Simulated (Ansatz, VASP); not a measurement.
# Two plane-wave programs on Hf

INCAR

```
ALGO = Normal ; EDIFF = 1E-6
ENCUT = 500 ; GGA = PS
GGA_COMPAT = F ; ISIF = 2
ISMEAR = 0 ; LASPH = T
LCHARG = T ; LELF = T
LREAL = F ; LVHAR = T
LWAVE = F ; NBANDS = 17
NELM = 120 ; PREC = Accurate
SIGMA = 0.1
```

KPOINTS

```
k-points
0
Gamma
  6 6 4
```

Contents of POSCAR:

```
Hf
1.0
    3.1603678978      0.0000000029      0.0000000000
   -1.5801839514      2.7369588833      0.0000000000
    0.0000000000      0.0000000000      4.9958824705
Hf
2
Direct
    0.3333333333      0.6666666667      0.2500000000
    0.6666666667      0.3333333333      0.7500000000
```

Input for Ansatz:

```yaml
crystal:
  lattice:
    - [3.1603678978, 2.9e-09, 0.0]
    - [-1.5801839514, 2.7369588833, 0.0]
    - [0.0, 0.0, 4.9958824705]
  atoms:
    - { symbol: Hf, position: [0.3333333333, 0.6666666667, 0.25] }
    - { symbol: Hf, position: [0.6666666667, 0.3333333333, 0.75] }
basis:
  ecutwfc: 420
kpoints:
  mp_grid: { grid: [6, 6, 4] }
hamiltonian:
  xc: pbesol
  pseudopotentials: { kind: paw, azcp: { folder: soft_1 } }
scf:
  occupations: { method: gaussian, width: 0.1 }
output:
  forces: true
  stress: true
  eigenvalues: true
```

Alike in both runs: task single point; functional PBEsol; k mesh 6 × 6 × 4; occupations gaussian, width 0.1 eV; no spin polarisation.

|  | VASP | Ansatz |
| --- | --- | --- |
| version | VASP 6.6.1 | Ansatz 0.2.0 |
| potentials or method | VASP PAW PBE potentials, release 64 (Hf_pv), cutoff 500 eV | scalar-relativistic, plane waves, PAW |
| valence electrons in the cell | 20 | 52 |

|  | VASP | Ansatz | Ansatz less VASP |
| --- | --- | --- | --- |
| gap on the k mesh at the Fermi level (eV) | none | none | - |
| pressure (GPa) | -0.4 | 0.0 | +0.34 |
| traceless stress, the component that is largest in VASP (GPa) | 0.42 | 0.49 | +0.075 |

VASP's potentials were made for PBE, not for PBEsol, and Ansatz warns of the same on its side. A gap of «none» marks a metal or a gap that the smearing closes. The functional is the same, so the differences come from potentials, cutoffs and numerics. VASP's potentials hold 20 valence electrons a cell and Ansatz's 52, so a difference there can come from the potentials and not from the codes.

The k mesh is coarse, so the values compare programs but aren't converged. Spin-orbit coupling is off throughout.
